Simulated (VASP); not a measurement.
# Na (I4/mmm) in VASP: further runs

Na is run at these levels: LDA; tasks: single point.

All numbers are computed with VASP 6.6.1; they aren't measurements. Logs are shortened: lines on timing, memory, paths and dates and some standing lists are left out, and cuts for length are marked.

## (1) The cell of the first run

It takes space group I4/mmm (No. 139, tetragonal). The conventional cell has a = 3.536 Å, b = 3.536 Å, c = 5.694 Å, α = 90.00°, β = 90.00°, γ = 90.00°. Na (site symmetry 4/mmm) has 12 Na at 3.54 to 3.79 Å within 4.6 Å.

## (2) Single point, LDA

INCAR

```
PREC     = Accurate       # precision mode
ENCUT    = 520            # plane-wave cutoff, eV
EDIFF    = 1E-6           # SCF threshold, eV
ISMEAR   = 0              # smearing method
SIGMA    = 0.15           # smearing width, eV
LREAL    = False          # projectors in reciprocal space
LASPH    = True           # aspherical terms in the spheres
NELM     = 100            # most SCF steps
ALGO     = Fast           # electronic algorithm
ISIF     = 2              # what is computed and relaxed
LWAVE    = False          # write WAVECAR
LCHARG   = True           # write CHGCAR
LELF     = True           # ELF
LVHAR    = True         
NBANDS   = 10             # bands
```

KPOINTS

```
regular mesh
0
Gamma
  18 18 18
```

POSCAR

```
Na
1.0
   -1.7680000000      1.7680000000      2.8471500000
    1.7680000000     -1.7680000000      2.8471500000
    1.7680000000      1.7680000000     -2.8471500000
Na
1
Direct
    0.0000000000      0.0000000000      0.0000000000
```

Potentials or basis: VASP PAW LDA potentials, release 64 (Na_pv).

Run with:

```console
$ cat potpaw_LDA.64/Na_pv/POTCAR > POTCAR
$ mpirun -np 1 vasp_std > vasp.out
```

OUTCAR:

```text
PREC = Accurate
   ENCUT = 520
   EDIFF = 1E-6
   ISMEAR = 0
   LREAL = False
   LASPH = True
   NELM = 100
   ISIF = 2

 ion  position               nearest neighbor table
   1  0.000  0.000  0.000-

  LATTYP: Found a body centered tetragonal cell.
 ALAT       =     3.5360000000
 C/A-ratio  =     1.6103789593

  Lattice vectors:

 A1 = (  -1.7680000000,   1.7680000000,   2.8471500000)
 A2 = (   1.7680000000,  -1.7680000000,   2.8471500000)
 A3 = (   1.7680000000,   1.7680000000,  -2.8471500000)

Analysis of symmetry for initial positions (statically):
=====================================================================
 Subroutine PRICEL returns:
 Original cell was already a primitive cell.

 Routine SETGRP: Setting up the symmetry group for a
 body centered tetragonal supercell.

 Subroutine GETGRP returns: Found 16 space group operations
 (whereof 16 operations were pure point group operations)
 out of a pool of 16 trial point group operations.

The static configuration has the point symmetry D_4h.

Analysis of symmetry for dynamics (positions and initial velocities):
=====================================================================
 Subroutine PRICEL returns:
 Original cell was already a primitive cell.

 Routine SETGRP: Setting up the symmetry group for a
 body centered tetragonal supercell.

 Subroutine GETGRP returns: Found 16 space group operations
 (whereof 16 operations were pure point group operations)
 out of a pool of 16 trial point group operations.

The dynamic configuration has the point symmetry D_4h.

 Subroutine INISYM returns: Found 16 space group operations
 (whereof 16 operations are pure point group operations),
 and found     1 'primitive' translations

----------------------------------------------------------------------------------------

                                     Primitive cell

  volume of cell :      35.5988

  direct lattice vectors                    reciprocal lattice vectors
    -1.768000000  1.768000000  2.847150000     0.000000000  0.282805430  0.175614211
     1.768000000 -1.768000000  2.847150000     0.282805430  0.000000000  0.175614211
     1.768000000  1.768000000 -2.847150000     0.282805430  0.282805430  0.000000000

  length of vectors
     3.789183437  3.789183437  3.789183437     0.332895272  0.332895272  0.399947274

  position of ions in fractional coordinates (direct lattice)
     0.000000000  0.000000000  0.000000000

  ion indices of the primitive-cell ions
   primitive index   ion index
                 1           1

----------------------------------------------------------------------------------------

 KPOINTS: regular mesh

Automatic generation of k-mesh.
 Grid dimensions read from file:
 generate k-points for:   18   18   18

 Generating k-lattice:

  Cartesian coordinates                     Fractional coordinates (reciprocal lattice)
     0.000000000  0.015711413  0.009756345     0.055555556  0.000000000 -0.000000000
     0.015711413  0.000000000  0.009756345     0.000000000  0.055555556 -0.000000000
     0.015711413  0.015711413  0.000000000     0.000000000  0.000000000  0.055555556

  Length of vectors
     0.018494182  0.018494182  0.022219293

  Shift w.r.t. Gamma in fractional coordinates (k-lattice)
     0.000000000  0.000000000  0.000000000

 Subroutine IBZKPT returns following result:
 ===========================================

 Found    480 irreducible k-points:

 Following reciprocal coordinates:
            Coordinates               Weight
  0.000000  0.000000  0.000000      1.000000
  0.055556 -0.000000  0.000000      8.000000
  0.111111 -0.000000  0.000000      8.000000
  0.166667  0.000000  0.000000      8.000000
  0.222222  0.000000  0.000000      8.000000
  0.277778  0.000000  0.000000      8.000000
[... 16 lines left out ...]
 -0.277778  0.055556  0.000000     16.000000
 -0.222222  0.055556 -0.000000     16.000000
 [... further k-points ...]
   k-points           NKPTS =    480   k-points in BZ     NKDIM =    480   number of bands    NBANDS=     10
   number of dos      NEDOS =    301   number of ions     NIONS =      1
   total plane-waves  NPLWV =  21952
   dimension x,y,z NGX =    28 NGY =   28 NGZ =   28
   dimension x,y,z NGXF=    56 NGYF=   56 NGZF=   56
   ions per type =               1
   NGX,Y,Z   is equivalent  to a cutoff of  12.28, 12.28, 12.28 a.u.
   NGXF,Y,Z  is equivalent  to a cutoff of  24.57, 24.57, 24.57 a.u.
 SYSTEM =  unknown system
   PREC   = accura    normal or accurate (medium, high low for compatibility)
   ISTART =      0    job   : 0-new  1-cont  2-samecut
   ICHARG =      2    charge: 1-file 2-atom 10-const
   ISPIN  =      1    spin polarized calculation?
   LNONCOLLINEAR =      F non collinear calculations
   LSORBIT =      F    spin-orbit coupling
   LASPH  =      T    aspherical Exc in radial PAW
   ENCUT  =  520.0 eV  38.22 Ry    6.18 a.u.   7.05  7.05  7.05*2*pi/ulx,y,z
   NELM   =    100;   NELMIN=  2; NELMDL= -5     # of ELM steps
   EDIFF  = 0.1E-05   stopping-criterion for ELM
   LREAL  =      F    real-space projection
   EDIFFG = 0.1E-04   stopping-criterion for IOM
   NSW    =      0    number of steps for IOM
   IBRION =     -1    ionic relax: 0-MD 1-quasi-New 2-CG
   NFREE  =      0    steps in history (QN), initial steepest desc. (CG)
   ISIF   =      2    stress and relaxation
   ISYM   =      2    0-nonsym 1-usesym 2-fastsym
   POTIM  = 0.5000    time-step for ionic-motion
   TEBEG  =    0.0;   TEEND  =   0.0 temperature during run
   PSTRESS=    0.0 pullay stress
   NELECT =       7.0000    total number of electrons
   NUPDOWN=      -1.0000    fix difference up-down
   EMIN   =  10.00;   EMAX   =-10.00  energy-range for DOS
   EFERMI =   0.00;   METHOD = LEGACY
   ISMEAR =     0;   SIGMA  =   0.15  broadening in eV -4-tet -1-fermi 0-gaus
   EFERMI_NEDOS =   21; number of points for ismear=-14 and -15
   IALGO  =     68    algorithm
   IMIX   =      4    mixing-type and parameters
     AMIX     =   0.40;   BMIX     =  1.00
     AMIX_MAG =   1.60;   BMIX_MAG =  1.00
  volume/ion in A,a.u.               =      35.60       240.23
  Fermi-wavevector in a.u.,A,eV,Ry     =   0.951983  1.798987 12.330576  0.906272
  Thomas-Fermi vector in A             =   2.080504
   LORBIT       =      0    0 simple, 1 ext, 2 COOP (PROOUT), +10 PAW based schemes
   GGA     = CA    functional components
   LHFCALC =     F    Hartree Fock is set to
   AEXX    =    0.0000 exact exchange contribution
   IVDW    =     0    specifies the selected vdW correction
   LEPSILON=     F    determine dielectric tensor
   LRPA    =     F    only Hartree local field effects (RPA)
 non-spin polarized calculation
 RMM-DIIS sequential band-by-band and
 Gauss-broadening in eV      SIGMA  =   0.15
  energy-cutoff  :      520.00
  volume of cell :       35.60
 maximum number of plane-waves:       984
   NGX = 15   NGY = 15   NGZ = 15

 number of electron       7.0000007 magnetization

 Free energy of the ion-electron system (eV)
  ---------------------------------------------------
  ext. energy  EPLUGINS =         0.00000000
  ---------------------------------------------------
  free energy    TOTEN  =        -1.44936298 eV

  energy without entropy =       -1.44381968  energy(sigma->0) =       -1.44659133

 E-fermi :   0.2776     XC(G=0):  -6.8419

 val. band max:        0.2745014516   @ k =   0.3333   0.2222   0.0000
 cond. band min:       0.3070989511   @ k =  -0.1667   0.5000   0.1667
 fundamental gap:      0.0325974996
 Fermi energy:         0.2775777602

 k-point     1 :       0.0000    0.0000    0.0000
  band No.  band energies     occupation
      1     -24.6380      2.00000
      2     -24.6380      2.00000
      3     -24.6377      2.00000
      4      -3.0942      2.00000
      5      11.3138      0.00000
      6      11.8634      0.00000
      7      11.8634      0.00000
      8      12.9972      0.00000
      9      13.2717      0.00000
     10      13.2883      0.00000

 k-point     2 :       0.0556   -0.0000    0.0000
  band No.  band energies     occupation
      1     -24.6393      2.00000
      2     -24.6381      2.00000
      3     -24.6380      2.00000
      4      -3.0409      2.00000
      5      10.6942      0.00000
      6      11.3686      0.00000
      7      11.7810      0.00000
      8      12.9041      0.00000
      9      13.3576      0.00000
     10      13.4374      0.00000

 k-point     3 :       0.1111   -0.0000    0.0000
  band No.  band energies     occupation
      1     -24.6432      2.00000
      2     -24.6387      2.00000
      3     -24.6383      2.00000
      4      -2.8813      2.00000
      5       9.3401      0.00000
      6      10.9914      0.00000
      7      11.6138      0.00000
      8      12.3629      0.00000
      9      13.1346      0.00000
     10      13.8558      0.00000

 k-point     4 :       0.1667    0.0000    0.0000
  band No.  band energies     occupation
      1     -24.6491      2.00000
      2     -24.6399      2.00000
      3     -24.6385      2.00000
      4      -2.6164      2.00000
      5       7.9537      0.00000
      6      10.6244      0.00000
      7      11.4575      0.00000
      8      11.8050      0.00000
      9      12.8767      0.00000
     10      14.4092      0.00000

 k-point     5 :       0.2222    0.0000    0.0000
  band No.  band energies     occupation
      1     -24.6562      2.00000
      2     -24.6412      2.00000
      3     -24.6388      2.00000
      4      -2.2481      2.00000
      5       6.6173      0.00000
      6      10.2936      0.00000
      7      11.2929      0.00000
      8      11.3519      0.00000
      9      12.6726      0.00000
     10      14.8290      0.00000

 k-point     6 :       0.2778    0.0000    0.0000
  band No.  band energies     occupation
      1     -24.6639      2.00000
      2     -24.6427      2.00000
      3     -24.6391      2.00000
      4      -1.7784      2.00000
      5       5.3501      0.00000
      6      10.0178      0.00000
      7      10.8481      0.00000
      8      11.3095      0.00000
      9      12.5566      0.00000
     10      14.2975      0.00000
[... 183 lines left out ...]
 k-point    21 :      -0.3889    0.0556   -0.0000
  band No.  band energies     occupation
      1     -24.6757      2.00000
      2     -24.6450      2.00000
      3     -24.6404      2.00000
      4      -0.6939      2.00000
      5       3.3965      0.00000
      6       9.1447      0.00000
      7      10.7052      0.00000
      8      11.0135      0.00000
      9      12.5220      0.00000
     10      13.6350      0.00000

 k-point    22 :      -0.3333    0.0556    0.0000
  band No.  band energies     occupation
      1     -24.6697      2.00000
      2     -24.6438      2.00000
      3     -24.6400      2.00000
      4      -1.3305      2.00000
      5       4.5260      0.00000
      6       9.2982      0.00000
      7      10.7487      0.00000
      8      11.3151      0.00000
      9      12.9614      0.00000
     10      13.5906      0.00000

 k-point    23 :      -0.2778    0.0556    0.0000
  band No.  band energies     occupation
      1     -24.6625      2.00000
      2     -24.6425      2.00000
      3     -24.6396      2.00000
      4      -1.8710      2.00000
      5       5.7359      0.00000
      6       9.5277      0.00000
      7      10.8084      0.00000
      8      11.7245      0.00000
      9      13.4113      0.00000
     10      13.6471      0.00000

 k-point    24 :      -0.2222    0.0556   -0.0000
  band No.  band energies     occupation
      1     -24.6550      2.00000
      2     -24.6411      2.00000
      3     -24.6393      2.00000
      4      -2.3124      2.00000
      5       7.0197      0.00000
      6       9.8255      0.00000
      7      10.9226      0.00000
      8      12.2086      0.00000
      9      13.5307      0.00000
     10      13.7368      0.00000

 [... further k-points ...]

------------------------ aborting loop because EDIFF is reached ----------------------------------------

  FORCE on cell =-STRESS in cart. coord.  units (eV):
  Direction    XX          YY          ZZ          XY          YZ          ZX
  --------------------------------------------------------------------------------------
  -------------------------------------------------------------------------------------
  Total       -0.1032050     -0.1032050     -0.2248017      0.0000000      0.0000000      0.0000000
  in kB       -4.6448988     -4.6448988    -10.1175507      0.0000000      0.0000000      0.0000000
  external PRESSURE =      -6.4691161 kB  Pullay stress =       0.0000000 kB

 VOLUME and BASIS-vectors are now :
 -----------------------------------------------------------------------------
  energy-cutoff  :      520.00
  volume of cell :       35.60
      direct lattice vectors                 reciprocal lattice vectors
    -1.768000000  1.768000000  2.847150000     0.000000000  0.282805430  0.175614211
     1.768000000 -1.768000000  2.847150000     0.282805430  0.000000000  0.175614211
     1.768000000  1.768000000 -2.847150000     0.282805430  0.282805430  0.000000000

 POSITION                                       TOTAL-FORCE (eV/Angst)
 -----------------------------------------------------------------------------------
      0.00000      0.00000      0.00000         0.000000     -0.000000     -0.000000
 -----------------------------------------------------------------------------------
    total drift:                                0.000000      0.000000      0.000000

  FREE ENERGIE OF THE ION-ELECTRON SYSTEM (eV)
  ---------------------------------------------------
  free  energy   TOTEN  =        -1.4493629848 eV

  energy  without entropy=       -1.4438196839  energy(sigma->0) =       -1.44659133
```

Wall time 70 s (1 thread of AMD EPYC 9R45 (Zen 5), shared host); peak memory 0.21 GiB.

Results:

```
Free energy            : -1.4494 eV
Pressure               : -0.6 GPa
Band gap on the k mesh : zero (an odd number of electrons rules out a gap without spin polarisation)
```

Stress tensor (GPa, compression positive):
```
-0.46  0.00  0.00
 0.00 -0.46  0.00
 0.00  0.00 -1.01
```

## (3) Single point, LDA

This run uses another cell than the first one, of 35.99 Å³/atom.

INCAR

```
SYSTEM = Na
PREC = Accurate
ENCUT = 520
EDIFF = 1E-6
ISMEAR = 0
SIGMA = 0.15
LREAL = .False.
LASPH = .True.
NELM = 60
ALGO = Fast
ISIF = 2
LWAVE = .False.
LCHARG = .True.
GGA = CA
LELF = .True.
LVHAR = .True.
NBANDS = 10
```

KPOINTS

```
regular mesh
0
Gamma
  18 18 18
  0 0 0
```

POSCAR

```
Na
1.0
   -1.8102542474      1.8102542474      2.7454500000
    1.8102542474     -1.8102542474      2.7454500000
    1.8102542474      1.8102542474     -2.7454500000
Na
1
Direct
    0.0000000000      0.0000000000      0.0000000000
```

Potentials or basis: VASP PAW LDA potentials, release 64 (Na_pv).

Run with:

```console
$ cat potpaw_LDA.64/Na_pv/POTCAR > POTCAR
$ mpirun -np 1 vasp_std > vasp.out
```

It took 71 s on 1 thread of AMD EPYC 9R45 (Zen 5), shared host; peak memory 0.21 GiB.

The run converged. Its results:

- Free energy: -1.4514 eV
- Pressure: -0.7 GPa
- Band gap on the k mesh: zero (an odd number of electrons rules out a gap without spin polarisation)

Stress tensor (GPa, compression positive):
```
-0.65  0.00  0.00
 0.00 -0.65  0.00
 0.00  0.00 -0.87
```

Levels at points of the mesh, in eV from the Fermi level:
| k point | band 2 | band 3 | band 4 | band 5 | band 6 | band 7 |
| --- | --- | --- | --- | --- | --- | --- |
| (0.00, 0.00, 0.00) | -24.93 | -24.93 | -3.36 | 11.05 | 11.33 | 11.33 |
| (0.50, 0.00, 0.00) | -24.94 | -24.93 | 0.58 | 0.94 | 9.72 | 10.36 |
| (0.50, 0.50, 0.00) | -24.95 | -24.94 | 2.03 | 2.58 | 6.19 | 6.94 |
| (0.50, 0.50, 0.50) | -24.94 | -24.94 | 1.34 | 1.87 | 6.78 | 7.74 |

## (4) Single point, LDA

This run uses another cell than the first one, of 36.51 Å³/atom.

INCAR

```
SYSTEM = Na
PREC     = Accurate       ! precision mode
ENCUT    = 520            ! plane-wave cutoff, eV
EDIFF    = 1E-7           ! SCF threshold, eV
ISMEAR   = 0              ! smearing method
SIGMA    = 0.15           ! smearing width, eV
LREAL    = .False.        ! projectors in reciprocal space
LASPH    = .True.         ! aspherical terms in the spheres
NELM     = 80             ! most SCF steps
ALGO     = Fast           ! electronic algorithm
ISIF     = 2              ! what is computed and relaxed
LWAVE    = .False.        ! write WAVECAR
LCHARG   = .False.        ! write CHGCAR
GGA      = CA             ! functional
NBANDS   = 10             ! bands
```

KPOINTS

```
Automatic mesh
0
Gamma
  18 18 18
  0 0 0
```

POSCAR

```
Na
1.0
   -1.8947500000      1.8947500000      2.5420818476
    1.8947500000     -1.8947500000      2.5420818476
    1.8947500000      1.8947500000     -2.5420818476
Na
1
Direct
    0.0000000000      0.0000000000      0.0000000000
```

Run with:

```console
$ cat potpaw_LDA.64/Na_pv/POTCAR > POTCAR
$ mpirun -np 1 vasp_std > vasp.out
```

It took 84 s on 1 thread of AMD EPYC 9R45 (Zen 5), shared host; peak memory 0.21 GiB.

The run converged. Its results:

- Free energy: -1.4500 eV
- Pressure: -0.7 GPa
- Band gap on the k mesh: zero (an odd number of electrons rules out a gap without spin polarisation)

Levels at points of the mesh, in eV from the Fermi level:
| k point | band 1 | band 2 | band 3 | band 4 | band 5 | band 6 | band 7 | band 8 |
| --- | --- | --- | --- | --- | --- | --- | --- | --- |
| (0.00, 0.00, 0.00) | -24.94 | -24.94 | -24.94 | -3.33 | 11.08 | 11.08 | 11.27 | 12.42 |
| (0.50, 0.00, 0.00) | -24.98 | -24.94 | -24.94 | 0.58 | 0.93 | 9.83 | 10.49 | 10.77 |
| (0.50, 0.50, 0.00) | -24.97 | -24.95 | -24.95 | 1.60 | 2.14 | 6.49 | 7.32 | 7.38 |
| (0.50, 0.50, 0.50) | -24.97 | -24.95 | -24.95 | 2.15 | 2.68 | 6.03 | 6.76 | 6.76 |

## (5) Summary

| cell | further INCAR settings | gap on the mesh (eV) | pressure (GPa) |
| --- | --- | --- | --- |
| a = 3.789 Å, angles 124.4, 124.4, 82.6°, 1 atom | ALGO = Fast; EDIFF = 1e-06; NBANDS = 10 | none | -0.6 |
| a = 3.754 Å, angles 122.3, 122.3, 86.0°, 1 atom | ALGO = Fast; EDIFF = 1e-06; NBANDS = 10 | none | -0.7 |
| a = 3.694 Å, angles 118.3, 118.3, 93.0°, 1 atom | ALGO = Fast; EDIFF = 1e-07; NBANDS = 10 | none | -0.7 |

Alike in all rows: task single point; level LDA; potentials or basis VASP PAW LDA potentials, release 64 (Na_pv); no spin polarisation; k mesh 18 × 18 × 18; cutoff (eV) 520; smearing gaussian 0.15 eV.

Total energies depend on the potentials used, so only differences within one code and one set of settings carry meaning.

The gap in the log of VASP goes by the Fermi energy; the results here count the filled bands.